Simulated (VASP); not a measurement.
Set up this calculation in VASP 6.6.1, as the native input.

```
Task                   : relaxation of cell and atoms
Functional             : PBE
Potentials or basis    : VASP PAW PBE potentials, release 64 (Ru_pv)
Cutoff                 : 600 eV
k mesh                 : 18 × 18 × 10
Occupations            : fermi-dirac, width 0.08 eV
Spin                   : no spin polarisation
Dipole correction      : no
Further INCAR settings : ALGO = Normal; EDIFF = 1e-06; IBRION = 2; EDIFFG = -0.005; NSW = 60; ISIF = 3
```

The structure of Ru lies in POSCAR:

```
Ru
1.0
    2.6974396414      0.0000000000      0.0000000000
   -1.3487198207      2.3360512546      0.0000000000
    0.0000000000      0.0000000000      4.3698522191
Ru
2
Direct
    0.3333333333      0.6666666667      0.2500000000
    0.6666666667      0.3333333333      0.7500000000
```

The input as run:

INCAR

```
SYSTEM = Ru
ALGO = Normal
EDIFF = 1E-6
EDIFFG = -0.005
ENCUT = 600
GGA = PE
IBRION = 2
ISIF = 3
ISMEAR = -1
LASPH = .TRUE.
LCHARG = .FALSE.
LREAL = .FALSE.
LWAVE = .FALSE.
NELM = 60
NSW = 60
PREC = Accurate
SIGMA = 0.08
```

KPOINTS

```
k-points
0
G
  18 18 10
  0 0 0
```

Potentials or basis: VASP PAW PBE potentials, release 64 (Ru_pv).

Launch:

```console
$ cat potpaw_PBE.64/Ru_pv/POTCAR > POTCAR
$ mpirun -np 1 vasp_std > vasp.out
```

Results of the run:

```json
{
 "Relaxed volume": "13.77 Å³/atom",
 "Relaxed cell": "a = 2.720 Å, b = 2.720 Å, c = 4.296 Å, α = 90.00°, β = 90.00°, γ = 120.00°",
 "Space group after relaxing (to 0.1 Å)": "P6_3/mmc (No. 194)",
 "Energy gained by relaxing": "8.2 meV/atom",
 "Ionic steps": "13",
 "Pressure after relaxing": "0.0 GPa",
 "Band gap on the k mesh": "zero (bands 14 and 15 overlap by 3.07 eV)"
}
```

Wall time 9.9 min on 1 thread of Intel Xeon 8259CL (shared host), peak memory 0.26 GiB.
